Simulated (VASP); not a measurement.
# Zr (P6_3/mmc) in VASP: a series of runs

Zr is run at these levels: PBEsol; tasks: single point.

All numbers are computed with VASP 6.6.1; they aren't measurements. Logs are shortened: lines on timing, memory, paths and dates and some standing lists are left out, and cuts for length are marked.

### 1 The cell of the first run

The structure is hexagonal, space group P6_3/mmc (No. 194). Conventional cell: a = 3.232 Å, b = 3.232 Å, c = 5.147 Å, α = 90.00°, β = 90.00°, γ = 120.00°. Within 4.2 Å of Zr (site symmetry -6m2) lie 12 Zr at 3.18 to 3.23 Å.

### 2 Single point, PBEsol

File INCAR:

```
PREC = Accurate ; ENCUT = 520
EDIFF = 1E-6 ; ISMEAR = -1
SIGMA = 0.05 ; LREAL = F
LASPH = T ; NELM = 60
ALGO = Normal ; ISIF = 2
LWAVE = F ; LCHARG = F
GGA = PS ; NBANDS = 19
```

File KPOINTS:

```
regular mesh
0
Gamma
  12 12 7
```

File POSCAR:

```
Zr
1.0
    3.2320000000      0.0000000000      0.0000000000
   -1.6160000000      2.7989941000      0.0000000000
    0.0000000000      0.0000000000      5.1470000000
Zr
2
Direct
    0.3333333333      0.6666666667      0.2500000000
    0.6666666667      0.3333333333      0.7500000000
```

Potentials or basis: VASP PAW PBE potentials, release 64 (Zr_sv).

Started as:

```console
> cat potpaw_PBE.64/Zr_sv/POTCAR > POTCAR
> mpirun -np 1 vasp_std > vasp.out
```

OUTCAR:

```text
PREC = Accurate
   ENCUT = 520
   EDIFF = 1E-6
   ISMEAR = -1
   LREAL = F
   LASPH = T
   NELM = 60
   ISIF = 2
   GGA = PS

 ion  position               nearest neighbor table
   1  0.333  0.667  0.250-   2 3.18   2 3.18   2 3.18   2 3.18   2 3.18   2 3.18
   2  0.667  0.333  0.750-   1 3.18   1 3.18   1 3.18   1 3.18   1 3.18   1 3.18

  LATTYP: Found a hexagonal cell.
 ALAT       =     3.2320000000
 C/A-ratio  =     1.5925123762

  Lattice vectors:

 A1 = (   3.2320000000,   0.0000000000,   0.0000000000)
 A2 = (  -1.6160000000,   2.7989941000,   0.0000000000)
 A3 = (   0.0000000000,   0.0000000000,   5.1470000000)

Analysis of symmetry for initial positions (statically):
=====================================================================
 Subroutine PRICEL returns:
 Original cell was already a primitive cell.

 Routine SETGRP: Setting up the symmetry group for a
 hexagonal supercell.

 Subroutine GETGRP returns: Found 24 space group operations
 (whereof 12 operations were pure point group operations)
 out of a pool of 24 trial point group operations.

The static configuration has the point symmetry D_3d.
 The point group associated with its full space group is D_6h.

Analysis of symmetry for dynamics (positions and initial velocities):
=====================================================================
 Subroutine PRICEL returns:
 Original cell was already a primitive cell.

 Routine SETGRP: Setting up the symmetry group for a
 hexagonal supercell.

 Subroutine GETGRP returns: Found 24 space group operations
 (whereof 12 operations were pure point group operations)
 out of a pool of 24 trial point group operations.

The dynamic configuration has the point symmetry D_3d.
 The point group associated with its full space group is D_6h.

 Subroutine INISYM returns: Found 24 space group operations
 (whereof 12 operations are pure point group operations),
 and found     1 'primitive' translations

----------------------------------------------------------------------------------------

                                     Primitive cell

  volume of cell :      46.5616

  direct lattice vectors                    reciprocal lattice vectors
     3.232000000  0.000000000  0.000000000     0.309405941  0.178635603  0.000000000
    -1.616000000  2.798994100  0.000000000     0.000000000  0.357271207  0.000000000
     0.000000000  0.000000000  5.147000000     0.000000000  0.000000000  0.194287935

  length of vectors
     3.232000000  3.231999996  5.147000000     0.357271206  0.357271207  0.194287935

  position of ions in fractional coordinates (direct lattice)
     0.333333333  0.666666667  0.250000000
     0.666666667  0.333333333  0.750000000

  ion indices of the primitive-cell ions
   primitive index   ion index
                 1           1
                 2           2

----------------------------------------------------------------------------------------

 KPOINTS: regular mesh

Automatic generation of k-mesh.
 Grid dimensions read from file:
 generate k-points for:   12   12    7

 Generating k-lattice:

  Cartesian coordinates                     Fractional coordinates (reciprocal lattice)
     0.025783828  0.014886300  0.000000000     0.083333333 -0.000000000  0.000000000
     0.000000000  0.029772601  0.000000000     0.000000000  0.083333333  0.000000000
     0.000000000  0.000000000  0.027755419     0.000000000  0.000000000  0.142857143

  Length of vectors
     0.029772601  0.029772601  0.027755419

  Shift w.r.t. Gamma in fractional coordinates (k-lattice)
     0.000000000  0.000000000  0.000000000

 Subroutine IBZKPT returns following result:
 ===========================================

 Found     76 irreducible k-points:

 Following reciprocal coordinates:
            Coordinates               Weight
  0.000000  0.000000  0.000000      1.000000
  0.083333  0.000000  0.000000      6.000000
  0.166667  0.000000  0.000000      6.000000
  0.250000  0.000000  0.000000      6.000000
  0.333333  0.000000  0.000000      6.000000
  0.416667  0.000000  0.000000      6.000000
[... 16 lines left out ...]
  0.250000  0.000000  0.142857     12.000000
  0.333333  0.000000  0.142857     12.000000
 [... further k-points ...]
   k-points           NKPTS =     76   k-points in BZ     NKDIM =     76   number of bands    NBANDS=     19
   number of dos      NEDOS =    301   number of ions     NIONS =      2
   total plane-waves  NPLWV =  23040
   dimension x,y,z NGX =    24 NGY =   24 NGZ =   40
   dimension x,y,z NGXF=    48 NGYF=   48 NGZF=   80
   ions per type =               2
   NGX,Y,Z   is equivalent  to a cutoff of  12.34, 12.34, 12.92 a.u.
   NGXF,Y,Z  is equivalent  to a cutoff of  24.69, 24.69, 25.84 a.u.
 SYSTEM =  unknown system
   PREC   = accura    normal or accurate (medium, high low for compatibility)
   ISTART =      0    job   : 0-new  1-cont  2-samecut
   ICHARG =      2    charge: 1-file 2-atom 10-const
   ISPIN  =      1    spin polarized calculation?
   LNONCOLLINEAR =      F non collinear calculations
   LSORBIT =      F    spin-orbit coupling
   LASPH  =      T    aspherical Exc in radial PAW
   ENCUT  =  520.0 eV  38.22 Ry    6.18 a.u.   6.01  6.01  9.57*2*pi/ulx,y,z
   NELM   =     60;   NELMIN=  2; NELMDL= -5     # of ELM steps
   EDIFF  = 0.1E-05   stopping-criterion for ELM
   LREAL  =      F    real-space projection
   EDIFFG = 0.1E-04   stopping-criterion for IOM
   NSW    =      0    number of steps for IOM
   IBRION =     -1    ionic relax: 0-MD 1-quasi-New 2-CG
   NFREE  =      0    steps in history (QN), initial steepest desc. (CG)
   ISIF   =      2    stress and relaxation
   ISYM   =      2    0-nonsym 1-usesym 2-fastsym
   POTIM  = 0.5000    time-step for ionic-motion
   TEBEG  =    0.0;   TEEND  =   0.0 temperature during run
   PSTRESS=    0.0 pullay stress
   NELECT =      24.0000    total number of electrons
   NUPDOWN=      -1.0000    fix difference up-down
   EMIN   =  10.00;   EMAX   =-10.00  energy-range for DOS
   EFERMI =   0.00;   METHOD = LEGACY
   ISMEAR =    -1;   SIGMA  =   0.05  broadening in eV -4-tet -1-fermi 0-gaus
   EFERMI_NEDOS =   21; number of points for ismear=-14 and -15
   IALGO  =     38    algorithm
   IMIX   =      4    mixing-type and parameters
     AMIX     =   0.40;   BMIX     =  1.00
     AMIX_MAG =   1.60;   BMIX_MAG =  1.00
  volume/ion in A,a.u.               =      23.28       157.11
  Fermi-wavevector in a.u.,A,eV,Ry     =   1.312611  2.480475 23.442130  1.722948
  Thomas-Fermi vector in A             =   2.442991
   LORBIT       =      0    0 simple, 1 ext, 2 COOP (PROOUT), +10 PAW based schemes
   GGA     = PS    functional components
   LHFCALC =     F    Hartree Fock is set to
   AEXX    =    0.0000 exact exchange contribution
   IVDW    =     0    specifies the selected vdW correction
   LEPSILON=     F    determine dielectric tensor
   LRPA    =     F    only Hartree local field effects (RPA)
 non-spin polarized calculation
  energy-cutoff  :      520.00
  volume of cell :       46.56
 maximum number of plane-waves:      1284
   NGX = 13   NGY = 13   NGZ = 19

 number of electron      24.0000000 magnetization

 Free energy of the ion-electron system (eV)
  ---------------------------------------------------
  ext. energy  EPLUGINS =         0.00000000
  ---------------------------------------------------
  free energy    TOTEN  =       -18.15147519 eV

  energy without entropy =      -18.13218134  energy(sigma->0) =      -18.14182826

 E-fermi :   8.8676     XC(G=0): -11.2024

 val. band max:        8.8639793032   @ k =   0.0833   0.0833   0.1429
 cond. band min:       8.8754194819   @ k =   0.0000   0.0000   0.4286
 fundamental gap:      0.0114401787
 Fermi energy:         8.8675825432

 k-point     1 :       0.0000    0.0000    0.0000
  band No.  band energies     occupation
      1     -39.8720      2.00000
      2     -39.7158      2.00000
      3     -18.4258      2.00000
      4     -17.5479      2.00000
      5     -17.5479      2.00000
      6     -17.4077      2.00000
[... 11 lines left out ...]
     18      10.9928      0.00000
     19      13.3080      0.00000

 k-point     2 :       0.0833    0.0000    0.0000
  band No.  band energies     occupation
      1     -39.8640      2.00000
      2     -39.7125      2.00000
      3     -18.4044      2.00000
      4     -17.5952      2.00000
      5     -17.5634      2.00000
      6     -17.4538      2.00000
[... 11 lines left out ...]
     18      10.8245      0.00000
     19      13.4329      0.00000

 k-point     3 :       0.1667    0.0000    0.0000
  band No.  band energies     occupation
      1     -39.8418      2.00000
      2     -39.7039      2.00000
      3     -18.3430      2.00000
      4     -17.7243      2.00000
      5     -17.6044      2.00000
      6     -17.5844      2.00000
[... 11 lines left out ...]
     18      11.0784      0.00000
     19      13.6896      0.00000

 k-point     4 :       0.2500    0.0000    0.0000
  band No.  band energies     occupation
      1     -39.8100      2.00000
      2     -39.6934      2.00000
      3     -18.2502      2.00000
      4     -17.9002      2.00000
      5     -17.7549      2.00000
      6     -17.6577      2.00000
[... 11 lines left out ...]
     18      11.8430      0.00000
     19      13.9235      0.00000

 k-point     5 :       0.3333    0.0000    0.0000
  band No.  band energies     occupation
      1     -39.7756      2.00000
      2     -39.6854      2.00000
      3     -18.1405      2.00000
      4     -18.0751      2.00000
      5     -17.9176      2.00000
      6     -17.7089      2.00000
[... 11 lines left out ...]
     18      12.7721      0.00000
     19      14.0785      0.00000

 k-point     6 :       0.4167    0.0000    0.0000
  band No.  band energies     occupation
      1     -39.7469      2.00000
      2     -39.6829      2.00000
      3     -18.2020      2.00000
      4     -18.0376      2.00000
      5     -18.0327      2.00000
      6     -17.7453      2.00000
[... 11 lines left out ...]
     18      13.6847      0.00000
     19      14.1585      0.00000

 k-point     7 :       0.5000    0.0000    0.0000
  band No.  band energies     occupation
      1     -39.7347      2.00000
      2     -39.6837      2.00000
      3     -18.2481      2.00000
      4     -18.0741      2.00000
      5     -17.9888      2.00000
      6     -17.7584      2.00000
[... 11 lines left out ...]
     18      14.1835      0.00000
     19      15.0725      0.00000

 k-point     8 :       0.0833    0.0833    0.0000
  band No.  band energies     occupation
      1     -39.8489      2.00000
      2     -39.7066      2.00000
      3     -18.3629      2.00000
      4     -17.6738      2.00000
      5     -17.6145      2.00000
      6     -17.5237      2.00000
[... 256 lines left out ...]
 k-point    20 :       0.0000    0.0000    0.1429
  band No.  band energies     occupation
      1     -39.8644      2.00000
      2     -39.7236      2.00000
      3     -18.3785      2.00000
      4     -17.5409      2.00000
      5     -17.5409      2.00000
      6     -17.4618      2.00000
[... 11 lines left out ...]
     18      11.2519      0.00000
     19      13.3567      0.00000

 k-point    21 :       0.0833    0.0000    0.1429
  band No.  band energies     occupation
      1     -39.8566      2.00000
      2     -39.7201      2.00000
      3     -18.3598      2.00000
      4     -17.5869      2.00000
      5     -17.5560      2.00000
      6     -17.5008      2.00000
[... 11 lines left out ...]
     18      11.1539      0.00000
     19      13.4577      0.00000

 k-point    22 :       0.1667    0.0000    0.1429
  band No.  band energies     occupation
      1     -39.8351      2.00000
      2     -39.7108      2.00000
      3     -18.3075      2.00000
      4     -17.7120      2.00000
      5     -17.6233      2.00000
      6     -17.5959      2.00000
[... 11 lines left out ...]
     18      11.1796      0.00000
     19      13.6594      0.00000

 k-point    23 :       0.2500    0.0000    0.1429
  band No.  band energies     occupation
      1     -39.8043      2.00000
      2     -39.6993      2.00000
      3     -18.2362      2.00000
      4     -17.8765      2.00000
      5     -17.7877      2.00000
      6     -17.6479      2.00000
[... 11 lines left out ...]
     18      11.7642      0.00000
     19      13.8356      0.00000

 k-point    24 :       0.3333    0.0000    0.1429
  band No.  band energies     occupation
      1     -39.7711      2.00000
      2     -39.6899      2.00000
      3     -18.1955      2.00000
      4     -18.0062      2.00000
      5     -17.9340      2.00000
      6     -17.6980      2.00000
[... 11 lines left out ...]
     18      12.6233      0.00000
     19      13.9589      0.00000

 [... further k-points ...]

------------------------ aborting loop because EDIFF is reached ----------------------------------------

  FORCE on cell =-STRESS in cart. coord.  units (eV):
  Direction    XX          YY          ZZ          XY          YZ          ZX
  --------------------------------------------------------------------------------------
  -------------------------------------------------------------------------------------
  Total       -0.9864679     -0.9864679     -0.8254833     -0.0000000      0.0000000      0.0000000
  in kB      -33.9442368    -33.9442367    -28.4047769     -0.0000000      0.0000000      0.0000000
  external PRESSURE =     -32.0977501 kB  Pullay stress =       0.0000000 kB

 VOLUME and BASIS-vectors are now :
 -----------------------------------------------------------------------------
  energy-cutoff  :      520.00
  volume of cell :       46.56
      direct lattice vectors                 reciprocal lattice vectors
     3.232000000  0.000000000  0.000000000     0.309405941  0.178635603  0.000000000
    -1.616000000  2.798994100  0.000000000     0.000000000  0.357271207  0.000000000
     0.000000000  0.000000000  5.147000000     0.000000000  0.000000000  0.194287935

 POSITION                                       TOTAL-FORCE (eV/Angst)
 -----------------------------------------------------------------------------------
     -0.00000      1.86600      1.28675        -0.000000      0.000000      0.000000
      1.61600      0.93300      3.86025         0.000000      0.000000      0.000000
 -----------------------------------------------------------------------------------
    total drift:                               -0.000000      0.000000     -0.000000

  FREE ENERGIE OF THE ION-ELECTRON SYSTEM (eV)
  ---------------------------------------------------
  free  energy   TOTEN  =       -18.1514751906 eV

  energy  without entropy=      -18.1321813357  energy(sigma->0) =      -18.14182826
```

Wall time 1.7 min (1 thread of AMD EPYC 7R13, shared host); peak memory 0.16 GiB.

What came out:

```
Free energy            : -18.1515 eV
Pressure               : -3.2 GPa
Band gap on the k mesh : zero (band 12 reaches 9.72 eV, above the bottom of band 13 at 8.62 eV)
```

Stress tensor (GPa, compression positive):
```
-3.39  0.00  0.00
 0.00 -3.39  0.00
 0.00  0.00 -2.84
```

Caveat: the PAW data sets were made with another functional, which shifts forces and pressure a little.

### 3 Single point, PBEsol

This run uses another cell than the first one, of 23.75 Å³/atom, 1.020 times its volume.

File INCAR:

```
SYSTEM = Zr
ALGO     = Normal         ! electronic algorithm
EDIFF    = 1E-7           ! SCF threshold, eV
ENCUT    = 520            ! plane-wave cutoff, eV
GGA      = PS             ! functional
ISIF     = 2              ! what is computed and relaxed
ISMEAR   = -1             ! smearing method
LASPH    = .TRUE.         ! aspherical terms in the spheres
LCHARG   = .FALSE.        ! write CHGCAR
LREAL    = .FALSE.        ! projectors in reciprocal space
LWAVE    = .FALSE.        ! write WAVECAR
NBANDS   = 19             ! bands
NELM     = 100            ! most SCF steps
PREC     = Accurate       ! precision mode
SIGMA    = 0.05           ! smearing width, eV
```

File KPOINTS:

```
k-points
0
G
  12 12 7
  0 0 0
```

File POSCAR:

```
Zr
1.0
    3.2643200000      0.0000000000      0.0000000000
   -1.6321600000      2.8269840410      0.0000000000
    0.0000000000      0.0000000000      5.1470000000
Zr
2
Direct
    0.3333333333      0.6666666667      0.2500000000
    0.6666666667      0.3333333333      0.7500000000
```

Potentials or basis: VASP PAW PBE potentials, release 64 (Zr_sv).

Started as:

```console
> cat potpaw_PBE.64/Zr_sv/POTCAR > POTCAR
> mpirun -np 1 vasp_std > vasp.out
```

It took 1.8 min on 1 thread of AMD EPYC 7R13, shared host; peak memory 0.16 GiB.

Results (log left out):

```yaml
Free_energy: -18.1265 eV
Pressure: -4.9 GPa
Band_gap_on_the_k_mesh: zero (band 12 reaches 9.48 eV, above the bottom of band 13 at 8.40 eV)
```

Stress tensor (GPa, compression positive):
```
-5.26  0.00  0.00
 0.00 -5.26  0.00
 0.00  0.00 -4.06
```

Levels at points of the mesh, in eV from the Fermi level:
```csv
k point,band 8,band 9,band 10,band 11,band 12,band 13,band 14,band 15,band 16,band 17
"(0.00, 0.00, 0.00)",-26.34,-5.64,-2.99,0.83,0.83,1.08,1.19,1.53,1.53,2.02
"(0.50, 0.00, 0.00)",-26.44,-2.51,-2.50,-2.08,-0.28,0.46,0.80,1.47,4.73,5.15
```

Caveat: the PAW data sets were made with another functional, which shifts forces and pressure a little.

### 4 Single point, PBEsol

This run uses another cell than the first one, of 24.22 Å³/atom, 1.040 times its volume.

Changes to INCAR since step 3:

```diff
@@ -2,3 +2,3 @@
 ALGO     = Normal         ! electronic algorithm
-EDIFF    = 1E-7           ! SCF threshold, eV
+EDIFF    = 1E-6           ! SCF threshold, eV
 ENCUT    = 520            ! plane-wave cutoff, eV
@@ -12,3 +12,3 @@
 NBANDS   = 19             ! bands
-NELM     = 100            ! most SCF steps
+NELM     = 80             ! most SCF steps
 PREC     = Accurate       ! precision mode
```

KPOINTS is that of step 3.

File POSCAR:

```
Zr
1.0
    3.2966400000      0.0000000000      0.0000000000
   -1.6483200000      2.8549739820      0.0000000000
    0.0000000000      0.0000000000      5.1470000000
Zr
2
Direct
    0.3333333333      0.6666666667      0.2500000000
    0.6666666667      0.3333333333      0.7500000000
```

Started as:

```console
> cat potpaw_PBE.64/Zr_sv/POTCAR > POTCAR
> mpirun -np 1 vasp_std > vasp.out
```

Wall time 2.5 min (1 thread of AMD EPYC 7R13, shared host); peak memory 0.18 GiB.

The run converged. Its results:

* Free energy: -18.0907 eV
* Pressure: -6.4 GPa
* Band gap on the k mesh: zero (band 12 reaches 9.25 eV, above the bottom of band 13 at 8.18 eV)

Stress tensor (GPa, compression positive):
```
-7.00  0.00  0.00
 0.00 -7.00  0.00
 0.00  0.00 -5.18
```

Levels at points of the mesh, in eV from the Fermi level:
| k point | band 10 | band 11 | band 12 | band 13 | band 14 | band 15 |
| --- | --- | --- | --- | --- | --- | --- |
| (0.00, 0.00, 0.00) | -2.93 | 0.81 | 0.81 | 1.15 | 1.19 | 1.51 |
| (0.50, 0.00, 0.00) | -2.45 | -2.01 | -0.35 | 0.41 | 0.83 | 1.48 |

Caveat: the PAW data sets were made with another functional, which shifts forces and pressure a little.

### 5 Overview

| cell | gap on the mesh (eV) | pressure (GPa) |
| --- | --- | --- |
| a = 3.232, b = 3.232, c = 5.147 Å, angles 90.0, 90.0, 120.0°, 2 atoms | none | -3.2 |
| a = 3.264, b = 3.264, c = 5.147 Å, angles 90.0, 90.0, 120.0°, 2 atoms | none | -4.9 |
| a = 3.297, b = 3.297, c = 5.147 Å, angles 90.0, 90.0, 120.0°, 2 atoms | none | -6.4 |

Alike in all rows: task single point; level PBEsol; potentials or basis VASP PAW PBE potentials, release 64 (Zr_sv); no spin polarisation; k mesh 12 × 12 × 7; cutoff (eV) 520; smearing fermi-dirac 0.05 eV.

Caveats: the PAW data sets were made with another functional, which shifts forces and pressure a little.

Total energies depend on the potentials used, so only differences within one code and one set of settings carry meaning.
